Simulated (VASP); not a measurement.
Write the native input for VASP 6.6.1 that does the following.

```yaml
Task: single point
Functional: BLYP
Potentials_or_basis: VASP PAW PBE potentials, release 64 (Ni)
Cutoff: 520 eV
k_mesh: 14 × 14 × 14, shifted
Occupations: fermi-dirac, width 0.01 eV
Spin: collinear spin, ferromagnetic start
Starting_moments: "[1.5] μB"
Dipole_correction: no
Further_INCAR_settings: ALGO = Normal; EDIFF = 1e-07; NBANDS = 15
```

The structure of Ni lies in POSCAR:

```
Ni
1.0
   -1.3837154700      1.3837154700      1.3837154700
    1.3837154700     -1.3837154700      1.3837154700
    1.3837154700      1.3837154700     -1.3837154700
Ni
1
Direct
    0.0000000000      0.0000000000      0.0000000000
```

This isn't the form of Ni at room conditions, which is fcc.

These files were run (other wordings do the same):

INCAR

```
PREC     = Accurate       # precision mode
ENCUT    = 520            # plane-wave cutoff, eV
EDIFF    = 1E-7           # SCF threshold, eV
ISMEAR   = -1             # smearing method
SIGMA    = 0.01           # smearing width, eV
LREAL    = F              # projectors in reciprocal space
LASPH    = T              # aspherical terms in the spheres
NELM     = 150            # most SCF steps
ALGO     = Normal         # electronic algorithm
ISIF     = 2              # what is computed and relaxed
LWAVE    = F              # write WAVECAR
LCHARG   = F              # write CHGCAR
ISPIN    = 2              # spin polarisation
MAGMOM   = 1.5            # initial moments
LORBIT   = 11             # projections on sites
LMAXMIX  = 4              # l up to which the mixer works
GGA      = B5             # functional
ALDAX    = 1.0          
AGGAX    = 1.0          
AGGAC    = 1.0          
ALDAC    = 0.0          
NBANDS   = 15             # bands
```

KPOINTS

```
Automatic mesh
0
Gamma
  14 14 14
  0.5 0.5 0.5
```

Potentials or basis: VASP PAW PBE potentials, release 64 (Ni).

Run with:

```console
$ cat potpaw_PBE.64/Ni/POTCAR > POTCAR
$ mpirun -np 1 vasp_std > vasp.out
```

Results of the run:

```json
{
 "Pressure": "17.4 GPa",
 "Net moment": "0.53 μB per cell",
 "Site moments": "Ni +0.53 μB",
 "Valence electrons inside the program's atomic spheres": "Ni 9.40"
}
```

Caveat: the cell stands under pressure; the PAW data sets were made with another functional, which shifts forces and pressure a little.

Run time: 70 s on 1 thread of Intel Xeon 8259CL (shared host), peak memory 0.14 GiB.
